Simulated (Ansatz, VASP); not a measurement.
SnO2: VASP beside Ansatz

INCAR

```
PREC = Accurate
ENCUT = 520
EDIFF = 1E-6
ISMEAR = 0
SIGMA = 0.01
LREAL = F
LASPH = T
NELM = 60
ALGO = Normal
ISIF = 2
LWAVE = F
LCHARG = F
NBANDS = 35
```

The input KPOINTS:

```
Automatic mesh
0
Gamma
  4 4 6
```

File POSCAR:

```
SnO2
1.0
    4.9425613219      0.0000000000      0.0000000000
    0.0000000000      5.0236758288      0.0000000000
    0.0000000000      0.0000000000      3.3455145616
Sn O
2 4
Direct
    0.5000000000      0.5000000000      0.5000000000
    0.0000000000      0.0000000000      0.0000000000
    0.2918550000      0.3210420000      0.0000000000
    0.7918550000      0.1789580000      0.5000000000
    0.2081450000      0.8210420000      0.5000000000
    0.7081450000      0.6789580000      0.0000000000
```

Input for Ansatz:

```yaml
crystal:
  lattice:
    - [4.942561321925548, 0.0, 0.0]
    - [0.0, 5.023675828837879, 0.0]
    - [0.0, 0.0, 3.3455145616223096]
  atoms:
    - { symbol: Sn, position: [0.5, 0.5, 0.5] }
    - { symbol: Sn, position: [0.0, 0.0, 0.0] }
    - { symbol: O, position: [0.291855, 0.321042, 0.0] }
    - { symbol: O, position: [0.791855, 0.178958, 0.5] }
    - { symbol: O, position: [0.208145, 0.821042, 0.5] }
    - { symbol: O, position: [0.708145, 0.678958, 0.0] }
basis:
  ecutwfc: 500.0
kpoints:
  mp_grid:
    grid: [4, 4, 6]
hamiltonian:
  xc: lda
  pseudopotentials:
    kind: paw
scf:
  occupations:
    method: fixed
output:
  stress: true
```

Alike in both runs: task single point; functional LDA; k mesh 4 × 4 × 6; no spin polarisation.

|  | VASP | Ansatz |
| --- | --- | --- |
| version | VASP 6.6.1 | Ansatz 0.2.0 |
| potentials or method | VASP PAW LDA potentials, release 64 (Sn_d, O), cutoff 520 eV | plane waves, PAW |
| occupations | gaussian, width 0.01 eV | fixed |
| valence electrons in the cell | 52 | 52 |

|  | VASP | Ansatz | Ansatz less VASP |
| --- | --- | --- | --- |
| pressure (GPa) | -22.2 | -22.7 | -0.51 |
| traceless stress, the component that is largest in VASP (GPa) | -3.57 | -3.78 | -0.213 |

LDA's correlation is that of Perdew and Zunger in VASP and of Perdew and Wang (1992) in Ansatz.
